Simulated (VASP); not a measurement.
# BaO3 (Pm-3m) in VASP: notebook, part 2 of 2

VASP 6.6.1. Earlier steps stand in the parts before.

## (3) Relaxation of cell and atoms, PBE, collinear spin, ferromagnetic start

This run uses another cell than the first one, of 14.73 Å³/atom, 0.927 times its volume.

Contents of INCAR:

```
PREC = Accurate
ENCUT = 600
EDIFF = 1E-6
ISMEAR = 0
SIGMA = 0.1
LREAL = F
LASPH = T
NELM = 150
ALGO = Normal
ISIF = 3
LWAVE = F
LCHARG = F
ISPIN = 2
MAGMOM = 0 1.46 1.46 1.46
LORBIT = 11
GGA = PE
IBRION = 2
NSW = 90
EDIFFG = -0.04
```

Contents of KPOINTS:

```
regular mesh
0
Gamma
  4 4 4
```

Contents of POSCAR:

```
BaO3
1.0
    3.8915451021      0.0000000000      0.0000000000
    0.0000000000      3.8915451021      0.0000000000
    0.0000000000      0.0000000000      3.8915451021
Ba O
1 3
Direct
    0.0000000000      0.0000000000      0.0000000000
    0.0000000000      0.5000000000      0.5000000000
    0.5000000000      0.0000000000      0.5000000000
    0.5000000000      0.5000000000      0.0000000000
```

Potentials or basis: VASP PAW PBE potentials, release 64 (Ba_sv, O).

Launch:

```console
cat potpaw_PBE.64/Ba_sv/POTCAR potpaw_PBE.64/O/POTCAR > POTCAR
mpirun -np 1 vasp_std > vasp.out
```

OUTCAR:

```text
PREC = Accurate
   ENCUT = 600
   EDIFF = 1E-6
   ISMEAR = 0
   LREAL = F
   LASPH = T
   NELM = 150
   ISIF = 3
   ISPIN = 2
   LORBIT = 11
   GGA = PE
   IBRION = 2
   NSW = 90
   EDIFFG = -0.04

 ion  position               nearest neighbor table
   1  0.000  0.000  0.000-   2 2.75   3 2.75   4 2.75   2 2.75   3 2.75   2 2.75   4 2.75   2 2.75
                             3 2.75   4 2.75   3 2.75   4 2.75
   2  0.000  0.500  0.500-   1 2.75   1 2.75   1 2.75   1 2.75
   3  0.500  0.000  0.500-   1 2.75   1 2.75   1 2.75   1 2.75
   4  0.500  0.500  0.000-   1 2.75   1 2.75   1 2.75   1 2.75

  LATTYP: Found a simple cubic cell.
 ALAT       =     3.8915451021

  Lattice vectors:
[... 190 lines left out ...]
 fundamental gap:      0.0846224030
 Fermi energy:         0.4958574037
[... 1010 lines left out ...]
--------------------------------------- Ionic step        3  -------------------------------------------

 number of electron      28.0000007 magnetization       4.0000005

 Free energy of the ion-electron system (eV)
  ---------------------------------------------------
  ext. energy  EPLUGINS =         0.00000000
  ---------------------------------------------------
  free energy    TOTEN  =       -18.48871177 eV

  energy without entropy =      -18.47769727  energy(sigma->0) =      -18.48320452

 E-fermi :  -0.0645     XC(G=0):  -9.7534

 val. band max:       -0.1470531731   @ k =   0.2500   0.2500   0.2500
 cond. band min:      -0.0637891058   @ k =   0.5000   0.0000   0.0000
 fundamental gap:      0.0832640673
 Fermi energy:        -0.0645035527
[... 494 lines left out ...]
  FREE ENERGIE OF THE ION-ELECTRON SYSTEM (eV)
  ---------------------------------------------------
  free  energy   TOTEN  =       -18.4887117729 eV

  energy  without entropy=      -18.4776972653  energy(sigma->0) =      -18.48320452

 reached required accuracy - stopping structural energy minimisation

 total charge

# of ion       s       p       d       tot
------------------------------------------
    1        2.003   5.637   0.279   7.919
    2        1.603   3.111   0.000   4.713
    3        1.603   3.111   0.000   4.713
    4        1.603   3.111   0.000   4.713
--------------------------------------------------
tot          6.811  14.969   0.279  22.058

 magnetization (x)

# of ion       s       p       d       tot
------------------------------------------
    1       -0.004   0.017  -0.040  -0.027
    2        0.014   1.099   0.000   1.113
    3        0.014   1.099   0.000   1.113
    4        0.014   1.099   0.000   1.113
--------------------------------------------------
tot          0.039   3.314  -0.040   3.313
```

OSZICAR:

```text
N       E                     dE             d eps       ncg     rms          rms(c)
DAV:   1     0.160568614989E+03    0.16057E+03   -0.16081E+04   800   0.146E+03
[... 29 lines left out ...]
DAV:   1    -0.185011407324E+02   -0.13115E-01   -0.30662E-01   820   0.422E+00    0.812E-01
DAV:   2    -0.184896176123E+02    0.11523E-01   -0.33941E-02   844   0.124E+00    0.214E-01
DAV:   3    -0.184887657372E+02    0.85188E-03   -0.37303E-03   932   0.442E-01    0.746E-02
DAV:   4    -0.184886843395E+02    0.81398E-04   -0.54660E-04  1024   0.186E-01    0.414E-02
DAV:   5    -0.184887067443E+02   -0.22405E-04   -0.92871E-05  1136   0.699E-02    0.168E-02
DAV:   6    -0.184887110640E+02   -0.43197E-05   -0.38231E-06   868   0.147E-02    0.101E-02
DAV:   7    -0.184887117729E+02   -0.70889E-06   -0.52514E-06   936   0.164E-02
   3 F= -.18488712E+02 E0= -.18483205E+02  d E =-.124154E+00  mag=     4.0000
```

CONTCAR:

```text
BaO3
   1.00000000000000
     4.0241999377722060    0.0000000000000000    0.0000000000000000
     0.0000000000000000    4.0241999377722060    0.0000000000000000
     0.0000000000000000    0.0000000000000000    4.0241999377722060
  Ba              O
     1     3
Direct
     0.0000000000000000    0.0000000000000000    0.0000000000000000
     0.0000000000000000    0.5000000000000000    0.5000000000000000
     0.5000000000000000    0.0000000000000000    0.5000000000000000
     0.5000000000000000    0.5000000000000000    0.0000000000000000

  0.00000000E+00  0.00000000E+00  0.00000000E+00
  0.00000000E+00  0.00000000E+00  0.00000000E+00
  0.00000000E+00  0.00000000E+00  0.00000000E+00
  0.00000000E+00  0.00000000E+00  0.00000000E+00
```

It took 45 s on 1 thread of Intel Xeon Platinum 8488C (Sapphire Rapids), shared host; peak memory 0.21 GiB.

What came out:

| Quantity | Value |
| --- | --- |
| Free energy | -18.4887 eV |
| Relaxed volume | 16.29 Å³/atom |
| Relaxed cell | a = 4.024 Å, b = 4.024 Å, c = 4.024 Å, α = 90.00°, β = 90.00°, γ = 90.00° |
| Space group after relaxing (to 0.05 Å) | Pm-3m (No. 221) |
| Energy gained by relaxing | 31.0 meV/atom |
| Ionic steps | 3 |
| Pressure after relaxing | 0.0 GPa |
| Band gap on the k mesh | zero (filled and empty bands overlap) |
| Net moment | 4.00 μB per cell |
| Site moments | Ba -0.03; O +1.11 μB |
| Valence electrons inside the program's atomic spheres | Ba 7.92; O 4.71 |

Step by step:
```tsv
step	energy change (eV)	largest force (eV/Å)	pressure (GPa)	volume (Å³)
1	0.0000	0.0000	7.04	58.93
2	-0.1235	0.0000	0.45	64.63
3	-0.1242	0.0000	-0.04	65.17
```

Final structure:
```
Ba O
1.0
     4.02420    0.00000    0.00000
     0.00000    4.02420    0.00000
     0.00000    0.00000    4.02420
Ba O
1 3
Direct
  0.00000 0.00000 0.00000
  0.00000 0.50000 0.50000
  0.50000 0.00000 0.50000
  0.50000 0.50000 0.00000
```

Caveat: the k points lie up to 0.39 Å⁻¹ apart in the final cell; spin-orbit coupling is left out, which moves the levels of the heavy elements.

## (4) Single point, PBE, collinear spin, ferromagnetic start

Contents of INCAR:

```
SYSTEM = BaO3
  PREC = Accurate
  ENCUT = 910
  EDIFF = 1E-6
  ISMEAR = 0
  SIGMA = 0.1
  LREAL = .False.
  LASPH = .True.
  NELM = 200
  ALGO = Normal
  ISIF = 2
  LWAVE = .False.
  LCHARG = .False.
  ISPIN = 2
  MAGMOM = 0 1.46 1.46 1.46
  LORBIT = 11
  GGA = PE
  NBANDS = 26
  GGA_COMPAT = .False.
```

Contents of KPOINTS:

```
regular mesh
0
Gamma
  4 4 4
  0 0 0
```

Contents of POSCAR:

```
BaO3
1.0
    3.9908032247      0.0000000000      0.0000000000
    0.0000000000      3.9908032247      0.0000000000
    0.0000000000      0.0000000000      3.9908032247
Ba O
1 3
Direct
    0.0000000000      0.0000000000      0.0000000000
    0.0000000000      0.5000000000      0.5000000000
    0.5000000000      0.0000000000      0.5000000000
    0.5000000000      0.5000000000      0.0000000000
```

Potentials or basis: VASP PAW PBE potentials, release 64 (Ba_sv, O_h).

Launch:

```console
cat potpaw_PBE.64/Ba_sv/POTCAR potpaw_PBE.64/O_h/POTCAR > POTCAR
mpirun -np 1 vasp_std > vasp.out
```

OUTCAR:

```text
SYSTEM = BaO3
   PREC = Accurate
   ENCUT = 910
   EDIFF = 1E-6
   ISMEAR = 0
   LREAL = .False.
   LASPH = .True.
   NELM = 200
   ISIF = 2
   ISPIN = 2
   LORBIT = 11
   GGA = PE

 ion  position               nearest neighbor table
   1  0.000  0.000  0.000-   2 2.82   3 2.82   4 2.82   2 2.82   3 2.82   2 2.82   4 2.82   2 2.82
                             3 2.82   4 2.82   3 2.82   4 2.82
   2  0.000  0.500  0.500-   1 2.82   1 2.82   1 2.82   1 2.82
   3  0.500  0.000  0.500-   1 2.82   1 2.82   1 2.82   1 2.82
   4  0.500  0.500  0.000-   1 2.82   1 2.82   1 2.82   1 2.82

  LATTYP: Found a simple cubic cell.
 ALAT       =     3.9908032247

  Lattice vectors:

 A1 = (   3.9908032247,   0.0000000000,   0.0000000000)
 A2 = (   0.0000000000,   3.9908032247,   0.0000000000)
 A3 = (   0.0000000000,   0.0000000000,   3.9908032247)

Analysis of symmetry for initial positions (statically):
[... 788 lines left out ...]
 POSITION                                       TOTAL-FORCE (eV/Angst)
 -----------------------------------------------------------------------------------
      0.00000      0.00000      0.00000         0.000000      0.000000      0.000000
      0.00000      1.99540      1.99540         0.000000      0.000000      0.000000
      1.99540      0.00000      1.99540         0.000000      0.000000      0.000000
      1.99540      1.99540      0.00000         0.000000      0.000000      0.000000
 -----------------------------------------------------------------------------------
    total drift:                                0.000000      0.000000     -0.000000

  FREE ENERGIE OF THE ION-ELECTRON SYSTEM (eV)
  ---------------------------------------------------
  free  energy   TOTEN  =       -18.4987685975 eV

  energy  without entropy=      -18.4878594883  energy(sigma->0) =      -18.49331404

 total charge

# of ion       s       p       d       tot
------------------------------------------
    1        2.005   5.639   0.294   7.937
    2        1.094   2.155   0.000   3.248
    3        1.094   2.155   0.000   3.248
    4        1.094   2.155   0.000   3.248
--------------------------------------------------
tot          5.286  12.104   0.294  17.683

 magnetization (x)

# of ion       s       p       d       tot
------------------------------------------
    1       -0.004   0.020  -0.041  -0.025
    2        0.017   0.791   0.000   0.808
    3        0.017   0.791   0.000   0.808
    4        0.017   0.791   0.000   0.808
--------------------------------------------------
tot          0.048   2.392  -0.041   2.399
```

stdout:

```text
POSCAR found type information on POSCAR BaO
 POSCAR found :  2 types and       4 ions
 scaLAPACK will be used
 LDA part: xc-table for (Slater+PW92), standard interpolation
 POSCAR, INCAR and KPOINTS ok, starting setup
 FFT: planning ... GRIDC
 FFT: planning ... GRID_SOFT
 FFT: planning ... GRID
 WAVECAR not read
 entering main loop
```

It took 76 s on 1 thread of AMD EPYC 7R43 (Zen 3), shared host; peak memory 0.27 GiB.

Results:

- Free energy: -18.4988 eV
- Pressure: 1.2 GPa
- Band gap on the k mesh: zero (filled and empty bands overlap)
- Net moment: 4.00 μB per cell
- Site moments: Ba -0.03; O +0.81 μB
- Valence electrons inside the program's atomic spheres: Ba 7.94; O 3.25

Caveat: the k points lie up to 0.39 Å⁻¹ apart; the cutoff is under 1.25 times the usual one of these potentials, so pressure, stress and relaxed cells hold a basis-set (Pulay) error; spin-orbit coupling is left out, which moves the levels of the heavy elements.

## (5) The runs side by side

```tsv
task	potentials or basis	cell	cutoff (eV)	second run	gap on the mesh (eV)	pressure (GPa)	moment (μB)
single point	VASP PAW PBE potentials, release 64 (Ba_sv, O)	a = 3.991 Å, 4 atoms	520	-	none	1.4	4.00
relaxation of cell and atoms	VASP PAW PBE potentials, release 64 (Ba_sv, O)	relaxed from a = 3.892 Å, 4 atoms	600	-	none	0.0	4.00
single point	VASP PAW PBE potentials, release 64 (Ba_sv, O_h)	a = 3.991 Å, 4 atoms	910	hard_potentials	none	1.2	4.00
```

Alike in all rows: level PBE; spin collinear, ferromagnetic start; k mesh 4 × 4 × 4; smearing gaussian 0.1 eV.

Caveats: all runs use coarse meshes; spin-orbit coupling is left out, which moves the levels of the heavy elements; the cutoff is under 1.25 times the usual one of these potentials, so pressure, stress and relaxed cells hold a basis-set (Pulay) error (some runs).

Absolute energies hang on the potentials; compare differences alone.
